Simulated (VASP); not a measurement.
# BeTe6 (P-4m2) in VASP: notebook

BeTe6 is run at these levels: PBE; tasks: relaxation of cell and atoms, single point.

Program: VASP 6.6.1. These are calculated values, not measurements. Logs are shortened: lines on timing, memory, paths and dates and some standing lists are left out, and cuts for length are marked.

**1. The cell of the first run**

The structure is tetragonal, space group P-4m2 (No. 115). The conventional cell has a = 4.433 Å, b = 4.433 Å, c = 11.204 Å, α = 90.00°, β = 90.00°, γ = 90.00°. Within 3.3 Å of Be (site symmetry -4m2) lie 4 Te at 2.52 Å. Te (site symmetry 2mm) has 2 Be at 2.52 Å within 3.3 Å. Within 3.9 Å of Te (site symmetry 2mm) lie 7 Te at 2.94 to 3.67 Å. Te (site symmetry 2mm) has 7 Te at 3.02 to 3.64 Å within 4.0 Å.

**2. Relaxation of cell and atoms, PBE**

The input, INCAR:

```
PREC = Accurate
ENCUT = 600
EDIFF = 1E-6
ISMEAR = 0
SIGMA = 0.1
LREAL = F
LASPH = T
NELM = 60
ALGO = Normal
ISIF = 3
LWAVE = F
LCHARG = F
GGA = PE
IBRION = 2
NSW = 100
EDIFFG = -0.01
```

The input, KPOINTS:

```
regular mesh
0
Gamma
  8 8 4
```

The input, POSCAR:

```
BeTe6
1.0
    4.4328995414      0.0000000000      0.0000000000
    0.0000000000      4.4328995414      0.0000000000
    0.0000000000      0.0000000000     11.2044468281
Be Te
1 6
Direct
    0.0000000000      0.0000000000      0.0000000000
    0.5000000000      0.0000000000      0.8920800386
    0.0000000000      0.5000000000      0.1079199614
    0.0000000000      0.0000000000      0.3688124762
    0.5000000000      0.5000000000      0.3652367522
    0.0000000000      0.0000000000      0.6311875238
    0.5000000000      0.5000000000      0.6347632478
```

Potentials or basis: VASP PAW PBE potentials, release 64 (Be, Te).

The run is started by

```console
> cat potpaw_PBE.64/Be/POTCAR potpaw_PBE.64/Te/POTCAR > POTCAR
> mpirun -np 1 vasp_std > vasp.out
```

OUTCAR:

```text
PREC = Accurate
   ENCUT = 600
   EDIFF = 1E-6
   ISMEAR = 0
   LREAL = F
   LASPH = T
   NELM = 60
   ISIF = 3
   GGA = PE
   IBRION = 2
   NSW = 100
   EDIFFG = -0.01

 ion  position               nearest neighbor table
   1  0.000  0.000  0.000-   2 2.52   3 2.52   3 2.52   2 2.52
   2  0.500  0.000  0.892-   1 2.52   1 2.52   7 3.64   7 3.64   6 3.67   6 3.67
   3  0.000  0.500  0.108-   1 2.52   1 2.52   5 3.64   5 3.64   4 3.67   4 3.67
   4  0.000  0.000  0.369-   6 2.94   5 3.13   5 3.13   5 3.13   5 3.13   3 3.67   3 3.67
   5  0.500  0.500  0.365-   7 3.02   4 3.13   4 3.13   4 3.13   4 3.13   3 3.64   3 3.64
   6  0.000  0.000  0.631-   4 2.94   7 3.13   7 3.13   7 3.13   7 3.13   2 3.67   2 3.67
   7  0.500  0.500  0.635-   5 3.02   6 3.13   6 3.13   6 3.13   6 3.13   2 3.64   2 3.64

  LATTYP: Found a simple tetragonal cell.
 ALAT       =     4.4328995414
 C/A-ratio  =     2.5275661502

  Lattice vectors:

 A1 = (   4.4328995414,   0.0000000000,   0.0000000000)
 A2 = (   0.0000000000,   4.4328995414,   0.0000000000)
 A3 = (   0.0000000000,   0.0000000000,  11.2044468281)

Analysis of symmetry for initial positions (statically):
=====================================================================
 Subroutine PRICEL returns:
 Original cell was already a primitive cell.

 Routine SETGRP: Setting up the symmetry group for a
 simple tetragonal supercell.

 Subroutine GETGRP returns: Found  8 space group operations
 (whereof  8 operations were pure point group operations)
 out of a pool of 16 trial point group operations.

The static configuration has the point symmetry D_2d.

Analysis of symmetry for dynamics (positions and initial velocities):
=====================================================================
 Subroutine PRICEL returns:
 Original cell was already a primitive cell.

 Routine SETGRP: Setting up the symmetry group for a
 simple tetragonal supercell.

 Subroutine GETGRP returns: Found  8 space group operations
 (whereof  8 operations were pure point group operations)
 out of a pool of 16 trial point group operations.

The dynamic configuration has the point symmetry D_2d.

 Subroutine INISYM returns: Found  8 space group operations
 (whereof  8 operations are pure point group operations),
 and found     1 'primitive' translations

----------------------------------------------------------------------------------------

                                     Primitive cell

  volume of cell :     220.1741

  direct lattice vectors                    reciprocal lattice vectors
     4.432899541  0.000000000  0.000000000     0.225585983  0.000000000  0.000000000
     0.000000000  4.432899541  0.000000000     0.000000000  0.225585983  0.000000000
     0.000000000  0.000000000 11.204446828     0.000000000  0.000000000  0.089250279

  length of vectors
     4.432899541  4.432899541 11.204446828     0.225585983  0.225585983  0.089250279

  position of ions in fractional coordinates (direct lattice)
     0.000000000  0.000000000  0.000000000
     0.500000000  0.000000000  0.892080039
     0.000000000  0.500000000  0.107919961
     0.000000000  0.000000000  0.368812476
     0.500000000  0.500000000  0.365236752
     0.000000000  0.000000000  0.631187524
     0.500000000  0.500000000  0.634763248

  ion indices of the primitive-cell ions
   primitive index   ion index
                 1           1
                 2           2
                 3           3
                 4           4
                 5           5
                 6           6
                 7           7

----------------------------------------------------------------------------------------

 KPOINTS: regular mesh

Automatic generation of k-mesh.
 Grid dimensions read from file:
 generate k-points for:    8    8    4

 Generating k-lattice:

  Cartesian coordinates                     Fractional coordinates (reciprocal lattice)
     0.028198248  0.000000000  0.000000000     0.125000000  0.000000000  0.000000000
     0.000000000  0.028198248  0.000000000     0.000000000  0.125000000  0.000000000
     0.000000000  0.000000000  0.022312570     0.000000000  0.000000000  0.250000000

  Length of vectors
     0.028198248  0.028198248  0.022312570

  Shift w.r.t. Gamma in fractional coordinates (k-lattice)
     0.000000000  0.000000000  0.000000000

 Subroutine IBZKPT returns following result:
 ===========================================

 Found     45 irreducible k-points:

 Following reciprocal coordinates:
            Coordinates               Weight
  0.000000  0.000000  0.000000      1.000000
  0.125000  0.000000  0.000000      4.000000
  0.250000  0.000000  0.000000      4.000000
  0.375000  0.000000  0.000000      4.000000
  0.500000  0.000000  0.000000      2.000000
  0.125000  0.125000  0.000000      4.000000
[... 16 lines left out ...]
  0.375000  0.125000  0.250000     16.000000
  0.500000  0.125000  0.250000      8.000000
 [... further k-points ...]
   k-points           NKPTS =     45   k-points in BZ     NKDIM =     45   number of bands    NBANDS=     23
   number of dos      NEDOS =    301   number of ions     NIONS =      7
   total plane-waves  NPLWV = 116640
   dimension x,y,z NGX =    36 NGY =   36 NGZ =   90
   dimension x,y,z NGXF=    72 NGYF=   72 NGZF=  180
   ions per type =               1   6
   NGX,Y,Z   is equivalent  to a cutoff of  13.50, 13.50, 13.35 a.u.
   NGXF,Y,Z  is equivalent  to a cutoff of  27.00, 27.00, 26.71 a.u.
 SYSTEM =  unknown system
   PREC   = accura    normal or accurate (medium, high low for compatibility)
   ISTART =      0    job   : 0-new  1-cont  2-samecut
   ICHARG =      2    charge: 1-file 2-atom 10-const
   ISPIN  =      1    spin polarized calculation?
   LNONCOLLINEAR =      F non collinear calculations
   LSORBIT =      F    spin-orbit coupling
   LASPH  =      T    aspherical Exc in radial PAW
   ENCUT  =  600.0 eV  44.10 Ry    6.64 a.u.   8.85  8.85 22.38*2*pi/ulx,y,z
   NELM   =     60;   NELMIN=  2; NELMDL= -5     # of ELM steps
   EDIFF  = 0.1E-05   stopping-criterion for ELM
   LREAL  =      F    real-space projection
   EDIFFG = -.1E-01   stopping-criterion for IOM
   NSW    =    100    number of steps for IOM
   IBRION =      2    ionic relax: 0-MD 1-quasi-New 2-CG
   NFREE  =      1    steps in history (QN), initial steepest desc. (CG)
   ISIF   =      3    stress and relaxation
   ISYM   =      2    0-nonsym 1-usesym 2-fastsym
   POTIM  = 0.5000    time-step for ionic-motion
   TEBEG  =    0.0;   TEEND  =   0.0 temperature during run
   PSTRESS=    0.0 pullay stress
   NELECT =      38.0000    total number of electrons
   NUPDOWN=      -1.0000    fix difference up-down
   EMIN   =  10.00;   EMAX   =-10.00  energy-range for DOS
   EFERMI =   0.00;   METHOD = LEGACY
   ISMEAR =     0;   SIGMA  =   0.10  broadening in eV -4-tet -1-fermi 0-gaus
   EFERMI_NEDOS =   21; number of points for ismear=-14 and -15
   IALGO  =     38    algorithm
   IMIX   =      4    mixing-type and parameters
     AMIX     =   0.40;   BMIX     =  1.00
     AMIX_MAG =   1.60;   BMIX_MAG =  1.00
  volume/ion in A,a.u.               =      31.45       212.26
  Fermi-wavevector in a.u.,A,eV,Ry     =   0.911480  1.722448 11.303671  0.830796
  Thomas-Fermi vector in A             =   2.035765
   LORBIT       =      0    0 simple, 1 ext, 2 COOP (PROOUT), +10 PAW based schemes
   GGA     = PE    functional components
   LHFCALC =     F    Hartree Fock is set to
   AEXX    =    0.0000 exact exchange contribution
   IVDW    =     0    specifies the selected vdW correction
   LEPSILON=     F    determine dielectric tensor
   LRPA    =     F    only Hartree local field effects (RPA)
 conjugate gradient relaxation of ions
 non-spin polarized calculation
 Gauss-broadening in eV      SIGMA  =   0.10
  energy-cutoff  :      600.00
  volume of cell :      220.17
 maximum number of plane-waves:      7416
 NGX is ok and might be reduce to    36
   NGX = 17   NGY = 17   NGZ = 45

--------------------------------------- Ionic step        1  -------------------------------------------

 number of electron      37.9999997 magnetization

 Free energy of the ion-electron system (eV)
  ---------------------------------------------------
  ext. energy  EPLUGINS =         0.00000000
  ---------------------------------------------------
  free energy    TOTEN  =       -21.66008417 eV

  energy without entropy =      -21.62846699  energy(sigma->0) =      -21.64427558

------------------------ aborting loop because EDIFF is reached ----------------------------------------

  FORCE on cell =-STRESS in cart. coord.  units (eV):
  Direction    XX          YY          ZZ          XY          YZ          ZX
  --------------------------------------------------------------------------------------
  -------------------------------------------------------------------------------------
  Total       -0.0184532     -0.0184532     -0.4952712      0.0000000      0.0000000      0.0000000
  in kB       -0.1342812     -0.1342812     -3.6040219      0.0000000      0.0000000      0.0000000
  external PRESSURE =      -1.2908614 kB  Pullay stress =       0.0000000 kB
[... 272 lines left out ...]
  energy  without entropy=      -21.6344266844  energy(sigma->0) =      -21.64971542

--------------------------------------- Ionic step        8  -------------------------------------------

 number of electron      37.9999998 magnetization

 Free energy of the ion-electron system (eV)
  ---------------------------------------------------
  ext. energy  EPLUGINS =         0.00000000
  ---------------------------------------------------
  free energy    TOTEN  =       -21.66508882 eV

  energy without entropy =      -21.63450990  energy(sigma->0) =      -21.64979936

 E-fermi :   5.4690     XC(G=0):  -8.9569

 val. band max:        5.4665245315   @ k =   0.1250   0.0000   0.0000
 cond. band min:       5.4707922220   @ k =   0.2500   0.2500   0.2500
 fundamental gap:      0.0042676905
 Fermi energy:         5.4690006437

 k-point     1 :       0.0000    0.0000    0.0000
  band No.  band energies     occupation
      1      -8.4545      2.00000
      2      -7.1576      2.00000
      3      -5.6575      2.00000
      4      -4.5760      2.00000
      5      -4.4762      2.00000
      6      -3.0273      2.00000
[... 613 lines left out ...]
     22       5.8900      0.00000
     23       6.5108      0.00000

 [... further k-points ...]

------------------------ aborting loop because EDIFF is reached ----------------------------------------

  FORCE on cell =-STRESS in cart. coord.  units (eV):
  Direction    XX          YY          ZZ          XY          YZ          ZX
  --------------------------------------------------------------------------------------
  -------------------------------------------------------------------------------------
  Total       -0.0265581     -0.0265581     -0.0602004      0.0000000      0.0000000      0.0000000
  in kB       -0.1938173     -0.1938173     -0.4393333      0.0000000      0.0000000      0.0000000
  external PRESSURE =      -0.2756560 kB  Pullay stress =       0.0000000 kB
[... 22 lines left out ...]
  FREE ENERGIE OF THE ION-ELECTRON SYSTEM (eV)
  ---------------------------------------------------
  free  energy   TOTEN  =       -21.6650888248 eV

  energy  without entropy=      -21.6345098977  energy(sigma->0) =      -21.64979936

 reached required accuracy - stopping structural energy minimisation
```

Wall time 7.7 min (1 thread of Intel Xeon 6975P-C (Granite Rapids), shared host); peak memory 0.51 GiB.

Results:

```yaml
Free_energy: -21.6651 eV
Relaxed_volume: 31.36 Å³/atom
Relaxed_cell: a = 4.434 Å, b = 4.434 Å, c = 11.165 Å, α = 90.00°, β = 90.00°, γ = 90.00°
Space_group_after_relaxing_to_0.05_Å: P-4m2 (No. 115)
Energy_gained_by_relaxing: 0.7 meV/atom
Ionic_steps: 8
Pressure_after_relaxing: 0.0 GPa
Largest_force_after_relaxing: 0.006 eV/Å
Band_gap_on_the_k_mesh: zero (band 19 reaches 6.60 eV, above the bottom of band 20 at 4.50 eV)
```

Forces on the atoms (eV/Å):
```
Be   0.000  0.000  0.000
Te   0.000  0.000 -0.006
Te   0.000  0.000  0.006
Te   0.000  0.000  0.002
Te   0.000  0.000 -0.003
Te   0.000  0.000 -0.002
Te   0.000  0.000  0.003
```

Step by step:
```csv
step,energy change (eV),largest force (eV/Å),pressure (GPa),volume (Å³)
1,0.0000,0.1137,-0.13,220.17
2,-0.0027,0.0724,0.02,219.37
3,-0.0026,0.0817,0.24,218.33
4,-0.0032,0.0656,0.17,218.82
5,-0.0043,0.0452,0.00,219.50
6,-0.0044,0.0403,-0.03,219.67
7,-0.0049,0.0153,-0.03,219.59
8,-0.0050,0.0065,-0.03,219.54
```

Final structure:
```
Be Te
1.0
     4.43440    0.00000    0.00000
     0.00000    4.43440    0.00000
     0.00000    0.00000   11.16466
Be Te
1 6
Direct
  0.00000 0.00000 0.00000
  0.50000 0.00000 0.89041
  0.00000 0.50000 0.10959
  0.00000 0.00000 0.37016
  0.50000 0.50000 0.36406
  0.00000 0.00000 0.62984
  0.50000 0.50000 0.63594
```

Caveat: spin-orbit coupling is left out, which moves the levels of the heavy elements.

**3. Single point, PBE**

The input, INCAR:

```
SYSTEM = BeTe6
PREC     = Accurate       ! precision mode
ENCUT    = 520            ! plane-wave cutoff, eV
EDIFF    = 1E-7           ! SCF threshold, eV
ISMEAR   = 0              ! smearing method
SIGMA    = 0.2            ! smearing width, eV
LREAL    = .FALSE.        ! projectors in reciprocal space
LASPH    = .TRUE.         ! aspherical terms in the spheres
NELM     = 100            ! most SCF steps
ALGO     = Normal         ! electronic algorithm
ISIF     = 2              ! what is computed and relaxed
LWAVE    = .FALSE.        ! write WAVECAR
LCHARG   = .FALSE.        ! write CHGCAR
GGA      = PE             ! functional
NBANDS   = 28             ! bands
```

The input, KPOINTS:

```
regular mesh
0
G
  4 4 2
  0 0 0
```

POSCAR is that of step 2.

Potentials or basis: VASP PAW PBE potentials, release 64 (Be, Te).

The run is started by

```console
> cat potpaw_PBE.64/Be/POTCAR potpaw_PBE.64/Te/POTCAR > POTCAR
> mpirun -np 1 vasp_std > vasp.out
```

Wall time 52 s (1 thread of AMD EPYC 9R45 (Zen 5), shared host); peak memory 0.3 GiB.

It converged, with:

```
Free energy            : -21.6912 eV
Pressure               : 0.0 GPa
Largest force          : 0.055 eV/Å
Band gap on the k mesh : zero (band 19 reaches 6.48 eV, above the bottom of band 20 at 4.50 eV)
```

Forces in eV/Å, atoms in the order of the input:
```
Be   0.000  0.000  0.000
Te   0.000  0.000 -0.003
Te   0.000  0.000  0.003
Te   0.000  0.000  0.055
Te   0.000  0.000 -0.011
Te   0.000  0.000 -0.055
Te   0.000  0.000  0.011
```

Stress tensor (GPa, compression positive):
```
 0.08  0.00  0.00
 0.00  0.08  0.00
 0.00  0.00 -0.14
```

Levels at points of the mesh, in eV from the Fermi level:
| k point | band 17 | band 18 | band 19 | band 20 | band 21 | band 22 |
| --- | --- | --- | --- | --- | --- | --- |
| (0.00, 0.00, 0.00) | 0.02 | 0.02 | 0.93 | 1.49 | 1.49 | 1.60 |
| (0.50, 0.00, 0.00) | -1.35 | -1.28 | -1.16 | -0.27 | -0.09 | 0.11 |
| (0.50, 0.50, 0.00) | -1.65 | -1.39 | 1.01 | 1.57 | 2.66 | 2.66 |
| (0.00, 0.00, 0.50) | -0.25 | -0.05 | -0.05 | 1.45 | 1.45 | 1.65 |
| (0.50, 0.00, 0.50) | -1.55 | -1.42 | -1.31 | -0.97 | -0.87 | -0.07 |
| (0.50, 0.50, 0.50) | -1.72 | -0.16 | 0.40 | 0.73 | 2.92 | 2.92 |

Caveat: spin-orbit coupling is left out, which moves the levels of the heavy elements.
